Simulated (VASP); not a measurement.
# GaN: single point with r2SCAN

Crystal: GaN.

```
CELL_PARAMETERS angstrom
0.00000 2.25350 2.25350
2.25350 0.00000 2.25350
2.25350 2.25350 0.00000
ATOMIC_POSITIONS crystal
Ga 0.98078 0.98078 0.98078
N 0.75000 0.75000 0.75000
```

This cell differs from its parent crystal: all Ga atoms moved +0.150 Å, as atom 1 towards its neighbour atom 2 (N) at 1.952 Å.

```yaml
Program: VASP 6.6.1
Task: single point
Functional: r2SCAN
Potentials_or_basis: VASP PAW PBE potentials, release 64 (Ga_d, N_h)
Cutoff: 1460 eV
k_mesh: 10 × 10 × 10
Occupations: gaussian, width 0.2 eV
Spin: no spin polarisation
```

The pressure is 2.8 GPa and the largest force is 2.759 eV/Å. The band gap on the k mesh is 1.96 eV.

Forces on the atoms (eV/Å):
```
Ga   1.593  1.593  1.593
N   -1.593 -1.593 -1.593
```

Stress tensor (GPa, compression positive):
```
2.83 7.55 7.55
7.55 2.83 7.55
7.55 7.55 2.83
```

Levels at points of the mesh, in eV from the valence-band top:
```tsv
k point	band 5	band 6	band 7	band 8	band 9	band 10	band 11	band 12	band 13	band 14
(0.00, 0.00, 0.00)	-13.69	-13.69	-0.56	0.00	0.00	1.96	10.73	10.73	11.31	18.33
(0.50, 0.00, 0.00)	-13.65	-12.51	-7.15	-1.53	-0.76	4.88	9.22	10.04	11.60	16.26
(0.50, 0.50, 0.50)	-13.62	-12.49	-7.79	-1.18	-1.18	5.28	9.30	11.08	11.08	16.18
(0.50, 0.50, 0.00)	-13.60	-12.13	-6.39	-2.97	-2.84	3.55	7.02	12.34	14.56	15.15
```

Run time: 6.1 min on 1 thread of AMD EPYC 9R45 96-Core Processor (Zen 5), with other jobs on the host, peak memory 0.38 GiB.

Caveat: the cell differs from its parent crystal (all Ga atoms moved +0.150 Å, as atom 1 towards its neighbour atom 2 (N) at 1.952 Å); the PAW data sets were made with another functional, which shifts forces and pressure a little.
